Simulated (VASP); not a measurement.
Input of a VASP 6.6.1 run:

File INCAR:

```
SYSTEM = Sb
PREC = Accurate
ENCUT = 520
EDIFF = 1E-8
ISMEAR = -1
SIGMA = 0.08
LREAL = .FALSE.
LASPH = .TRUE.
NELM = 100
ALGO = Normal
ISIF = 2
LWAVE = .FALSE.
LCHARG = .FALSE.
GGA = PS
LEFG = .TRUE.
NBANDS = 8
```

KPOINTS

```
Automatic mesh
0
G
  12 12 12
  0 0 0
```

Contents of POSCAR:

```
Sb
1.0
    3.1387913073      0.0000000000      0.0000000000
    0.0000000000      3.1387913073      0.0000000000
    0.0000000000      0.0000000000      3.1387913073
Sb
1
Direct
    0.0000000000      0.0000000000      0.0000000000
```

Potentials or basis: VASP PAW PBE potentials, release 64 (Sb).

Run with:

```sh
$ cat potpaw_PBE.64/Sb/POTCAR > POTCAR
$ mpirun -np 1 vasp_std > vasp.out
```

**Question.** What does it give for the pressure?

**Answer.** -3.8 GPa.

Caveat: without QUAD_EFG the Cq values of the log hold for a quadrupole moment of 1 mb, not for the nuclei; the PAW data sets were made with another functional, which shifts forces and pressure a little.
